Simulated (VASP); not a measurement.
# B47N48 (a cell with a defect) in VASP: single point with HSE06

Aim: the single point of B47N48 (a cell with a defect) with HSE06.

All numbers are computed with VASP 6.6.1; they aren't measurements. Logs are shortened: lines on timing, memory, paths and dates and some standing lists are left out, and cuts for length are marked.

### 1 The cell of the first run

The cell holds a defect, 95 atoms: a = 7.623 Å, b = 8.802 Å, c = 8.407 Å, α = 90.00°, β = 90.00°, γ = 90.00°.

### 2 Single point, HSE06

POSCAR

```
B47N48
1.0
    7.6229900000      0.0000000000      0.0000000000
    0.0000000000      8.8022710000      0.0000000000
    0.0000000000      0.0000000000      8.4065820000
B N
47 48
Direct
    0.9983550000      0.1668770000      0.0002620000
    0.9931660000      0.1647370000      0.4961580000
    0.3320420000      0.1662510000      0.0019200000
    0.3210880000      0.1599400000      0.4969160000
    0.1678600000      0.4159070000      0.0011770000
    0.1768990000      0.4139110000      0.4993710000
    0.0006310000      0.6665400000      0.9992470000
    0.0028750000      0.6654270000      0.4977670000
    0.6662250000      0.1669210000      0.0039010000
    0.5505420000      0.2753370000      0.5137930000
    0.5004750000      0.4169520000      0.0039330000
    0.3345140000      0.6665540000      0.9997560000
    0.3406080000      0.6671200000      0.4961310000
    0.1660690000      0.9166640000      0.9997190000
    0.1648060000      0.9160470000      0.4979330000
    0.8347100000      0.4172630000      0.0017250000
    0.8335950000      0.4165440000      0.4973670000
    0.6667450000      0.6667560000      0.9997350000
    0.6637540000      0.6675160000      0.4957970000
    0.4996330000      0.9175540000      0.0012470000
    0.5028910000      0.9250450000      0.4989920000
    0.8327120000      0.9174710000      0.9996270000
    0.8342750000      0.9224980000      0.4959890000
    0.1648980000      0.0837190000      0.2504760000
    0.1624910000      0.0829280000      0.7499130000
    0.0021030000      0.3342180000      0.2515820000
    0.9996050000      0.3335700000      0.7479810000
    0.4995660000      0.0864510000      0.2542590000
    0.4985340000      0.0856430000      0.7515990000
    0.3369670000      0.3317430000      0.2542070000
    0.3353950000      0.3319000000      0.7514680000
    0.1693960000      0.5831660000      0.2503120000
    0.1685220000      0.5829010000      0.7480000000
    0.0001890000      0.8329530000      0.2500950000
    0.9985360000      0.8338270000      0.7481930000
    0.8340830000      0.0831670000      0.2563160000
    0.8255510000      0.0871140000      0.7439040000
    0.6708300000      0.3355760000      0.2528220000
    0.6648680000      0.3326700000      0.7575240000
    0.5012410000      0.5856800000      0.2562310000
    0.5010550000      0.5769210000      0.7433030000
    0.3337650000      0.8343710000      0.2512000000
    0.3341970000      0.8328730000      0.7482910000
    0.8347630000      0.5841580000      0.2503820000
    0.8331040000      0.5826430000      0.7475950000
    0.6676920000      0.8345880000      0.2508030000
    0.6661220000      0.8333380000      0.7477260000
    0.0003760000      0.1680670000      0.1858920000
    0.9965430000      0.1669450000      0.6864690000
    0.3322010000      0.1661660000      0.1864430000
    0.3274060000      0.1641650000      0.6893150000
    0.1689100000      0.4169180000      0.1879620000
    0.1689330000      0.4163140000      0.6873390000
    0.0018940000      0.6667850000      0.1859810000
    0.0008430000      0.6664350000      0.6863160000
    0.6664340000      0.1665970000      0.1881010000
    0.6573430000      0.1727110000      0.6957160000
    0.5003290000      0.4174110000      0.1884200000
    0.5018990000      0.4078660000      0.6956730000
    0.3333640000      0.6680300000      0.1856450000
    0.3349720000      0.6660440000      0.6860210000
    0.1663720000      0.9170350000      0.1861790000
    0.1653920000      0.9158890000      0.6868940000
    0.8372830000      0.4186020000      0.1860900000
    0.8332800000      0.4166890000      0.6874190000
    0.6688140000      0.6676080000      0.1856820000
    0.6667720000      0.6660920000      0.6856400000
    0.5001830000      0.9173990000      0.1880300000
    0.5000850000      0.9181760000      0.6871830000
    0.8339790000      0.9161600000      0.1853140000
    0.8321900000      0.9177830000      0.6860550000
    0.1608240000      0.0800310000      0.4367330000
    0.1646000000      0.0827590000      0.9374380000
    0.0056860000      0.3345050000      0.4371070000
    0.0006320000      0.3335900000      0.9367840000
    0.4882310000      0.0892110000      0.4368420000
    0.4977700000      0.0831450000      0.9398980000
    0.3341380000      0.3211600000      0.4369060000
    0.3325650000      0.3322590000      0.9398840000
    0.1712900000      0.5821020000      0.4362400000
    0.1674430000      0.5830920000      0.9364470000
    0.0026180000      0.8292090000      0.4362300000
    0.9996930000      0.8332060000      0.9362050000
    0.8464360000      0.0762830000      0.4310390000
    0.8318120000      0.0837290000      0.9370700000
    0.6831090000      0.3415490000      0.4255450000
    0.6686450000      0.3344710000      0.9439050000
    0.5014900000      0.6009310000      0.4308090000
    0.5003890000      0.5830270000      0.9368880000
    0.3322140000      0.8381180000      0.4372480000
    0.3331970000      0.8335720000      0.9366590000
    0.8369510000      0.5861660000      0.4359780000
    0.8339930000      0.5838130000      0.9361670000
    0.6692750000      0.8390100000      0.4363140000
    0.6660520000      0.8337620000      0.9363710000
```

INCAR.step1

```
SYSTEM = B47N48
ALGO = Normal ; EDIFF = 1E-5
ENCUT = 520 ; GGA = PE
GGA_COMPAT = .FALSE. ; ISIF = 2
ISMEAR = -1 ; ISYM = -1
LASPH = .TRUE. ; LREAL = Auto
LWAVE = .TRUE. ; NBANDS = 244
NELECT = 384.0 ; NELM = 120
PREC = Accurate ; SIGMA = 0.05
```

INCAR.step2

```
SYSTEM = B47N48
ALGO = Normal ; EDIFF = 1E-6
ENCUT = 520 ; GGA = PE
GGA_COMPAT = .FALSE. ; HFSCREEN = 0.2079
ISIF = 2 ; ISMEAR = -1
ISTART = 1 ; ISYM = -1
LASPH = .TRUE. ; LCHARG = .TRUE.
LELF = .TRUE. ; LHFCALC = .TRUE.
LREAL = Auto ; LVHAR = .TRUE.
LWAVE = .FALSE. ; NBANDS = 244
NELECT = 384.0 ; NELM = 120
PREC = Accurate ; PRECFOCK = Fast
SIGMA = 0.05
```

KPOINTS

```
explicit points
1
Reciprocal
  0.25000000   0.25000000   0.25000000 1
```

Potentials or basis: VASP PAW PBE potentials, release 64 (B, N).

The run is started by

```bash
cat potpaw_PBE.64/B/POTCAR potpaw_PBE.64/N/POTCAR > POTCAR
cp INCAR.step1 INCAR
mpirun -np 1 vasp_std > vasp.out
cp INCAR.step2 INCAR
mpirun -np 1 vasp_std > vasp.out
```

OUTCAR:

```text
SYSTEM = B47N48
   EDIFF = 1E-6
   ENCUT = 520
   GGA = PE
   HFSCREEN = 0.2079
   ISIF = 2
   ISMEAR = -1
   ISTART = 1
   ISYM = -1
   LASPH = .TRUE.
   LHFCALC = .TRUE.
   LREAL = Auto
   NELECT = 384.0
   NELM = 120
   PREC = Accurate
   PRECFOCK = Fast

 ion  position               nearest neighbor table
   1  0.998  0.167  0.000-  85 1.56  73 1.56  48 1.56  75 1.56
   2  0.993  0.165  0.496-  84 1.47  72 1.56  74 1.58  49 1.60
   3  0.332  0.166  0.002-  77 1.55  50 1.55  79 1.55  73 1.57
   4  0.321  0.160  0.497-  72 1.50  76 1.51  78 1.51  51 1.62  10 2.03
   5  0.168  0.416  0.001-  79 1.54  75 1.56  81 1.57  52 1.57
   6  0.177  0.414  0.499-  78 1.54  74 1.57  80 1.57  53 1.58
   7  0.001  0.667  0.999-  93 1.56  83 1.56  81 1.56  54 1.57
   8  0.003  0.665  0.498-  82 1.53  92 1.54  80 1.57  55 1.59
   9  0.666  0.167  0.004-  56 1.55  87 1.56  85 1.56  77 1.58
  10  0.551  0.275  0.514-  86 1.38  78 1.82  76 1.82  57 1.95  59 1.96   4 2.03
  11  0.500  0.417  0.004-  58 1.55  87 1.56  89 1.57  79 1.58
  12  0.335  0.667  1.000-  89 1.56  60 1.56  91 1.56  81 1.56
  13  0.341  0.667  0.496-  88 1.46  80 1.57  90 1.59  61 1.60
  14  0.166  0.917  1.000-  73 1.55  83 1.56  91 1.56  62 1.57
  15  0.165  0.916  0.498-  72 1.53  90 1.54  82 1.54  63 1.59
  16  0.835  0.417  0.002-  87 1.54  64 1.55  75 1.56  93 1.57
[... 65 lines left out ...]
  82  0.003  0.829  0.436-   8 1.53  15 1.54  34 1.57  23 1.60
  83  1.000  0.833  0.936-   7 1.56  14 1.56  22 1.57  35 1.58
  84  0.846  0.076  0.431-  23 1.46   2 1.47  36 1.47
  85  0.832  0.084  0.937-  22 1.56   1 1.56   9 1.56  37 1.62
  86  0.683  0.342  0.426-  10 1.38  17 1.45  38 1.46
  87  0.669  0.334  0.944-  16 1.54  11 1.56   9 1.56  39 1.57
  88  0.501  0.601  0.431-  13 1.46  40 1.47  19 1.47
  89  0.500  0.583  0.937-  12 1.56  18 1.56  11 1.57  41 1.63
  90  0.332  0.838  0.437-  15 1.54  42 1.56  13 1.59  21 1.60
  91  0.333  0.834  0.937-  14 1.56  12 1.56  20 1.57  43 1.58
  92  0.837  0.586  0.436-   8 1.54  44 1.56  17 1.58  19 1.58
  93  0.834  0.584  0.936-   7 1.56  18 1.56  16 1.57  45 1.59
  94  0.669  0.839  0.436-  23 1.54  46 1.56  21 1.57  19 1.59
  95  0.666  0.834  0.936-  22 1.56  18 1.56  20 1.57  47 1.59

IMPORTANT INFORMATION: All symmetrisations will be switched off!
NOSYMM: (Re-)initialisation of all symmetry stuff for point group C_1.

----------------------------------------------------------------------------------------

                                     Primitive cell

  volume of cell :     564.0785

  direct lattice vectors                    reciprocal lattice vectors
     7.622990000  0.000000000  0.000000000     0.131182121  0.000000000  0.000000000
     0.000000000  8.802271000  0.000000000     0.000000000  0.113607045  0.000000000
     0.000000000  0.000000000  8.406582000     0.000000000  0.000000000  0.118954410

  length of vectors
     7.622990000  8.802271000  8.406582000     0.131182121  0.113607045  0.118954410

  position of ions in fractional coordinates (direct lattice)
     0.998355000  0.166877000  0.000262000
     0.993166000  0.164737000  0.496158000
     0.332042000  0.166251000  0.001920000
     0.321088000  0.159940000  0.496916000
     0.167860000  0.415907000  0.001177000
     0.176899000  0.413911000  0.499371000
[... 87 lines left out ...]
     0.669275000  0.839010000  0.436314000
     0.666052000  0.833762000  0.936371000

  ion indices of the primitive-cell ions
   primitive index   ion index
                 1           1
                 2           2
                 3           3
[... 120 lines left out ...]
   ENCUT  =  520.0 eV  38.22 Ry    6.18 a.u.  14.17 16.37 15.63*2*pi/ulx,y,z
   NELM   =    120;   NELMIN=  2; NELMDL=  0     # of ELM steps
   EDIFF  = 0.1E-05   stopping-criterion for ELM
   LREAL  =      T    real-space projection
   EDIFFG = 0.1E-04   stopping-criterion for IOM
   NSW    =      0    number of steps for IOM
   IBRION =     -1    ionic relax: 0-MD 1-quasi-New 2-CG
   NFREE  =      0    steps in history (QN), initial steepest desc. (CG)
   ISIF   =      2    stress and relaxation
   ISYM   =     -1    0-nonsym 1-usesym 2-fastsym
   POTIM  = 0.5000    time-step for ionic-motion
   TEBEG  =    0.0;   TEEND  =   0.0 temperature during run
   PSTRESS=    0.0 pullay stress
   NELECT =     384.0000    total number of electrons
   NUPDOWN=      -1.0000    fix difference up-down
   EMIN   =  10.00;   EMAX   =-10.00  energy-range for DOS
   EFERMI =   0.00;   METHOD = LEGACY
   ISMEAR =    -1;   SIGMA  =   0.05  broadening in eV -4-tet -1-fermi 0-gaus
   EFERMI_NEDOS =   21; number of points for ismear=-14 and -15
   IALGO  =     38    algorithm
   IMIX   =      1    mixing-type and parameters
     AMIX     =   0.40;   BMIX     =  1.00
     AMIX_MAG =   1.60;   BMIX_MAG =  1.00
  volume/ion in A,a.u.               =       5.94        40.07
  Fermi-wavevector in a.u.,A,eV,Ry     =   1.440142  2.721474 28.218615  2.074010
  Thomas-Fermi vector in A             =   2.558919
   LORBIT       =      0    0 simple, 1 ext, 2 COOP (PROOUT), +10 PAW based schemes
   GGA     = PE    functional components
   LHFCALC =     T    Hartree Fock is set to
   PRECFOCK=fast      Normal, Fast or Accurate (Low or Medium for compatibility)
   ENCUT4O =  -1.0   cutoff for four orbital integrals eV
   NKREDX  =     1    reduce k-point grid by
   NKREDY  =     1    reduce k-point grid by
   NKREDZ  =     1    reduce k-point grid by
   AEXX    =    0.2500 exact exchange contribution
   HFSCREEN=    0.2079 screening length (either q_TF or 0.3 A-1)
   HFSCREENC=   0.2079 screening length for correlation (either q_TF or 0.3 A-1)
   ENCUTFOCK=  -1.0 apply spherical cutoff to Coloumb kernel
   IVDW    =     0    specifies the selected vdW correction
   LEPSILON=     F    determine dielectric tensor
   LRPA    =     F    only Hartree local field effects (RPA)
 non-spin polarized calculation
  energy-cutoff  :      520.00
  volume of cell :      564.08
 maximum number of plane-waves:     15183
 NGX is ok and might be reduce to    56
  NGX = 30; NGY = 36; NGZ = 36

 number of electron     383.9999971 magnetization

 Free energy of the ion-electron system (eV)
  ---------------------------------------------------
  ext. energy  EPLUGINS =         0.00000000
  ---------------------------------------------------
  free energy    TOTEN  =      -930.79225898 eV

  energy without entropy =     -930.79225898  energy(sigma->0) =     -930.79225898

 E-fermi :   9.2995     XC(G=0): -10.4890

 val. band max:        8.0566319865   @ k =   0.2500   0.2500   0.2500
 cond. band min:      13.2768220954   @ k =   0.2500   0.2500   0.2500
 fundamental gap:      5.2201901088
 Fermi energy:         9.2995282041

 k-point     1 :       0.2500    0.2500    0.2500
  band No.  band energies     occupation
      1     -15.5441      2.00000
      2     -14.8296      2.00000
      3     -14.6819      2.00000
      4     -14.5359      2.00000
      5     -13.9957      2.00000
      6     -13.8162      2.00000
[... 196 lines left out ...]
    203      15.4322      0.00000
    204      15.4756      0.00000
 [bands above 204 left out]

------------------------ aborting loop because EDIFF is reached ----------------------------------------

  FORCE on cell =-STRESS in cart. coord.  units (eV):
  Direction    XX          YY          ZZ          XY          YZ          ZX
  --------------------------------------------------------------------------------------
  -------------------------------------------------------------------------------------
  Total       34.9119722     30.1556230     29.9321377      7.2137566     -2.4801376     -4.2323747
  in kB       99.1620339     85.6523629     85.0175878     20.4895552     -7.0444457    -12.0214028
  external PRESSURE =      89.9439949 kB  Pullay stress =       0.0000000 kB

 VOLUME and BASIS-vectors are now :
 -----------------------------------------------------------------------------
  energy-cutoff  :      520.00
  volume of cell :      564.08
      direct lattice vectors                 reciprocal lattice vectors
     7.622990000  0.000000000  0.000000000     0.131182121  0.000000000  0.000000000
     0.000000000  8.802271000  0.000000000     0.000000000  0.113607045  0.000000000
     0.000000000  0.000000000  8.406582000     0.000000000  0.000000000  0.118954410

 POSITION                                       TOTAL-FORCE (eV/Angst)
 -----------------------------------------------------------------------------------
      7.61045      1.46890      0.00220        -0.000178      0.000399     -0.014977
      7.57089      1.45006      4.17099        -0.014400     -0.027148     -0.046591
      2.53115      1.46339      0.01614         0.010989      0.007704     -0.016205
      2.44765      1.40784      4.17737        -0.044796     -0.017702     -0.075036
      1.27960      3.66093      0.00989         0.004804     -0.006744     -0.022586
      1.34850      3.64336      4.19800        -0.032375      0.000199     -0.006562
[... 87 lines left out ...]
      5.10188      7.38519      3.66791        -0.000693      0.003507      0.014427
      5.07731      7.33900      7.87168         0.005934     -0.003578      0.025996
 -----------------------------------------------------------------------------------
    total drift:                               -0.006524     -0.011348      0.040245

  FREE ENERGIE OF THE ION-ELECTRON SYSTEM (eV)
  ---------------------------------------------------
  free  energy   TOTEN  =      -930.7922589826 eV

  energy  without entropy=     -930.7922589825  energy(sigma->0) =     -930.79225898
```

Run time: 18 min. Hardware: 1 thread of Intel Xeon 6975P-C (Granite Rapids), shared host; peak memory 0.88 GiB.

Results:

```yaml
Free_energy: -930.7923 eV
Largest_force: 0.294 eV/Å
```

Forces in eV/Å, atoms in the order of the input:
```
B    0.000  0.000 -0.015
B   -0.014 -0.027 -0.047
B    0.011  0.008 -0.016
B   -0.045 -0.018 -0.075
B    0.005 -0.007 -0.023
B   -0.032  0.000 -0.007
B   -0.002  0.000 -0.018
B   -0.022  0.009 -0.027
B    0.011  0.003 -0.019
B    0.172  0.090 -0.221
B    0.007  0.006 -0.019
B    0.003 -0.001 -0.014
B    0.031  0.005 -0.045
B   -0.003  0.002 -0.018
B    0.010 -0.012 -0.034
B   -0.003 -0.005 -0.013
B   -0.052 -0.027 -0.057
B   -0.005  0.000 -0.014
B   -0.035  0.007 -0.040
B   -0.002  0.005 -0.021
B   -0.010 -0.021 -0.006
B   -0.003  0.004 -0.013
B   -0.002  0.008 -0.054
B   -0.008  0.001 -0.028
B    0.017  0.006 -0.023
B    0.001 -0.001 -0.014
B   -0.014  0.002 -0.024
B    0.003  0.013 -0.041
B    0.028  0.004 -0.009
B    0.012 -0.002 -0.039
B    0.013  0.021 -0.008
B    0.008 -0.004 -0.018
B    0.003 -0.005 -0.018
B    0.003 -0.003 -0.024
B    0.011  0.002 -0.019
B   -0.005  0.007 -0.005
B    0.028 -0.006 -0.001
B   -0.024 -0.014  0.044
B   -0.039 -0.020 -0.021
B    0.007 -0.006 -0.001
B    0.002  0.029  0.001
B    0.002  0.004 -0.019
B    0.006  0.001 -0.018
B    0.000 -0.003 -0.015
B   -0.002 -0.010 -0.025
B    0.005  0.006 -0.016
B   -0.003  0.007 -0.021
N    0.011 -0.006  0.017
N   -0.004  0.004  0.024
N    0.002  0.002  0.021
N    0.000 -0.002  0.017
N   -0.009  0.007  0.015
N    0.003  0.002  0.024
N   -0.005  0.002  0.015
N    0.002  0.001  0.023
N    0.008 -0.009  0.041
N   -0.060  0.064  0.083
N   -0.003  0.010  0.039
N    0.023 -0.082  0.083
N   -0.007  0.005  0.018
N   -0.005 -0.008  0.017
N   -0.003  0.000  0.018
N   -0.010  0.001  0.026
N    0.001  0.007  0.006
N    0.019  0.013  0.053
N   -0.002  0.007  0.016
N    0.001 -0.007  0.022
N   -0.004 -0.008  0.016
N   -0.002 -0.001  0.026
N    0.005 -0.010  0.014
N   -0.008  0.001  0.021
N    0.067  0.019  0.026
N   -0.002 -0.005  0.020
N   -0.014 -0.020  0.009
N    0.000 -0.002  0.032
N   -0.101  0.087  0.052
N   -0.006 -0.004  0.025
N    0.017 -0.127  0.052
N   -0.006 -0.007  0.026
N    0.003  0.006  0.011
N    0.000  0.004  0.028
N    0.002  0.026  0.016
N    0.001 -0.001  0.022
N    0.132 -0.080 -0.041
N   -0.005  0.001  0.032
N   -0.113 -0.069  0.093
N   -0.006 -0.004  0.012
N   -0.009  0.148 -0.047
N    0.000 -0.005  0.034
N   -0.004 -0.013  0.008
N   -0.001 -0.005  0.023
N    0.008 -0.006  0.018
N    0.004  0.002  0.030
N   -0.001  0.004  0.014
N    0.006 -0.004  0.026
```

Caveat: the cell carries a net charge on a neutralising background, which shifts energy and pressure; the cell is charged against a uniform background, so pressure and absolute levels hang on convention; the PAW data sets were made with another functional, which shifts forces and pressure a little.
